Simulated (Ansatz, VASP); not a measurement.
**InGa3As4 in VASP and in Ansatz**

The input INCAR:

```
SYSTEM = InGa3As4
PREC = Accurate
ENCUT = 520
EDIFF = 1E-6
ISMEAR = -1
SIGMA = 0.02
LREAL = .False.
LASPH = .True.
NELM = 80
ALGO = Normal
ISIF = 2
LWAVE = .False.
LCHARG = .True.
GGA = PE
LELF = .True.
LVHAR = .True.
NBANDS = 46
```

Contents of KPOINTS:

```
regular mesh
0
Gamma
  6 4 4
  0 0 0
```

File POSCAR:

```
InGa3As4
1.0
    4.0853493286      0.0000000000      0.0000000000
    0.0000000000      4.0892979663      5.7857591305
    0.0000000000     -4.0892979663      5.7857591305
Ga In As
3 1 4
Direct
    0.0000000000     -0.0002929345     -0.0002929345
    0.5000000000     -0.0000781922      0.5003053172
    0.5000000000      0.5003053172     -0.0000781922
    0.0000000000      0.4994298317      0.4994298317
    0.5000000000      0.1250420969      0.1250420969
    0.0000000000      0.1105836849      0.6297451842
    0.0000000000      0.6297451842      0.1105836849
    0.5000000000      0.6352650119      0.6352650119
```

Input for Ansatz:

```yaml
crystal:
  lattice:
    - [4.0853493286, 0.0, 0.0]
    - [0.0, 4.0892979663, 5.7857591305]
    - [0.0, -4.0892979663, 5.7857591305]
  atoms:
    - { symbol: Ga, position: [0.0, -0.0002929345, -0.0002929345] }
    - { symbol: Ga, position: [0.5, -7.81922e-05, 0.5003053172] }
    - { symbol: Ga, position: [0.5, 0.5003053172, -7.81922e-05] }
    - { symbol: In, position: [0.0, 0.4994298317, 0.4994298317] }
    - { symbol: As, position: [0.5, 0.1250420969, 0.1250420969] }
    - { symbol: As, position: [0.0, 0.1105836849, 0.6297451842] }
    - { symbol: As, position: [0.0, 0.6297451842, 0.1105836849] }
    - { symbol: As, position: [0.5, 0.6352650119, 0.6352650119] }
kpoints:
  mp_grid: { grid: [6, 4, 4] }
  band_path:
    path:
      - [[0.0, 0.0, 0.0], [7.789763951012e-34, 0.5, 0.5], [1.925532114524e-19, 0.6251131179753, 0.3748868820247]]
      - [[5.769632651909e-19, 0.3748868820247, -0.3748868820247], [0.0, 0.0, 0.0], [0.5, 7.712983139919e-19, -7.712983139919e-19], [0.5, 0.3748868820247, -0.3748868820247]]
      - [[0.5, 0.6251131179753, 0.3748868820247], [0.5, 0.5, 0.5], [7.789763951012e-34, 0.5, 0.5]]
      - [[0.0, 0.0, 0.0], [3.847582383217e-19, 0.5, -3.133475586304e-18], [0.5, 0.5, -3.133475586304e-18], [0.5, 7.712983139919e-19, -7.712983139919e-19], [0.5, 0.5, 0.5]]
    npoints: 10
hamiltonian:
  xc: pbe
scf:
  occupations: { method: fermi_dirac, width: 0.02 }
  n_extra_bands: 6
output:
  forces: true
  stress: true
  eigenvalues: true
  write_density: true
  write_potential: true
  elf: true
  volumetric_format: npy
```

Alike in both runs: task single point; functional PBE; k mesh 6 × 4 × 4; occupations fermi-dirac, width 0.02 eV; no spin polarisation.

```csv
,VASP,Ansatz
version,VASP 6.6.1,Ansatz 0.2.0
potentials or method,"VASP PAW PBE potentials, release 64 (Ga_d, In_d, As)","plane waves, PAW"
plane-wave cutoff (eV),520,420
valence electrons in the cell,72,112
```

Ansatz gave:

- pressure (GPa): 2.6
- rms of the force components (eV/Å): 0.022

Problem. What did VASP give for the same quantities?

Solution. Pressure (GPa): 2.7; rms of the force components (eV/Å): 0.022.

Atom by atom the forces differ by 0.002 eV/Å (rms over components). The functional is the same, so the differences come from potentials, cutoffs and numerics. VASP's potentials hold 72 valence electrons a cell and Ansatz's 112, so a difference there can come from the potentials and not from the codes.
